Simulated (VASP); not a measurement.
Wanted: the native input for a VASP 6.6.1 run.

| Quantity | Value |
| --- | --- |
| Task | single point |
| Functional | BLYP |
| Potentials or basis | VASP PAW PBE potentials, release 64 (V_sv) |
| Cutoff | 520 eV |
| k mesh | 17 × 17 × 17 |
| Occupations | fermi-dirac, width 0.1 eV |
| Spin | no spin polarisation |
| Dipole correction | no |
| Further INCAR settings | ALGO = Normal; EDIFF = 1e-07; NBANDS = 20 |

The structure of V lies in POSCAR:

```
V
1.0
    0.0000000000      2.5926156750      2.5926156750
    2.5926156750      0.0000000000      2.5926156750
    2.5926156750      2.5926156750      0.0000000000
V
2
Direct
    0.1250000000      0.1250000000      0.1250000000
    0.8750000000      0.8750000000      0.8750000000
```

This isn't the form of V at room conditions, which is bcc.

The input as run:

INCAR

```
PREC = Accurate
ENCUT = 520
EDIFF = 1E-7
ISMEAR = -1
SIGMA = 0.1
LREAL = F
LASPH = T
NELM = 80
ALGO = Normal
ISIF = 2
LWAVE = F
LCHARG = F
GGA = B5
ALDAX = 1.0
AGGAX = 1.0
AGGAC = 1.0
ALDAC = 0.0
NBANDS = 20
```

KPOINTS

```
regular mesh
0
Gamma
  17 17 17
```

Potentials or basis: VASP PAW PBE potentials, release 64 (V_sv).

Command:

```bash
$ cat potpaw_PBE.64/V_sv/POTCAR > POTCAR
$ mpirun -np 1 vasp_std > vasp.out
```

Results of the run:

```
Pressure               : 9.7 GPa
Band gap on the k mesh : zero (bands 13 and 14 overlap by 1.06 eV)
```

Caveat: the cell stands under pressure; the PAW data sets were made with another functional, which shifts forces and pressure a little.

Wall time 2.3 min on 1 thread of Intel Xeon 8259CL (shared host), peak memory 0.22 GiB.
